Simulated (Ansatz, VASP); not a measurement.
# Si2W: VASP beside Ansatz

The input INCAR:

```
  PREC = Accurate
  ENCUT = 520
  EDIFF = 1E-7
  ISMEAR = 0
  SIGMA = 0.15
  LREAL = F
  LASPH = T
  NELM = 80
  ALGO = Normal
  ISIF = 2
  LWAVE = F
  LCHARG = T
  GGA = PE
  LELF = T
  LVHAR = T
  NBANDS = 18
```

The input KPOINTS:

```
Automatic mesh
0
Gamma
  18 18 18
```

File POSCAR:

```
Si2W
1.0
   -1.6351974323      1.6351974323      3.5285925391
    1.6351974323     -1.6351974323      3.5285925391
    1.6351974323      1.6351974323     -3.5285925391
Si W
2 1
Direct
    0.3345726944      0.3345726944      0.0000000000
    0.6654273056      0.6654273056      0.0000000000
    0.0000000000      0.0000000000      0.0000000000
```

Input for Ansatz:

```yaml
crystal:
  lattice:
    - [-1.6351974323, 1.6351974323, 3.5285925391]
    - [1.6351974323, -1.6351974323, 3.5285925391]
    - [1.6351974323, 1.6351974323, -3.5285925391]
  atoms:
    - { symbol: Si, position: [0.3345726944, 0.3345726944, 0.0] }
    - { symbol: Si, position: [0.6654273056, 0.6654273056, 0.0] }
    - { symbol: W, position: [0.0, 0.0, 0.0] }
basis:
  ecutwfc: 420
kpoints:
  mp_grid: { grid: [18, 18, 18] }
hamiltonian:
  xc: pbe
  pseudopotentials: { kind: paw, azcp: { folder: soft_1 } }
scf:
  occupations: { method: gaussian, width: 0.15 }
output:
  forces: true
  stress: true
  eigenvalues: true
```

Alike in both runs: task single point; functional PBE; k mesh 18 × 18 × 18; occupations gaussian, width 0.15 eV; no spin polarisation.

|  | VASP | Ansatz |
| --- | --- | --- |
| version | VASP 6.6.1 | Ansatz 0.2.0 |
| potentials or method | VASP PAW PBE potentials, release 64 (Si, W_sv), cutoff 520 eV | scalar-relativistic, plane waves, PAW |
| valence electrons in the cell | 22 | 22 |

```csv
,VASP,Ansatz,Ansatz less VASP
gap on the k mesh at the Fermi level (eV),none,none,-
rms of the force components (eV/Å),0.064,0.061,-0.0036
```

Atom by atom the forces differ by 0.004 eV/Å (rms over components). A gap of «none» marks a metal or a gap that the smearing closes.

Spin-orbit coupling is off throughout.
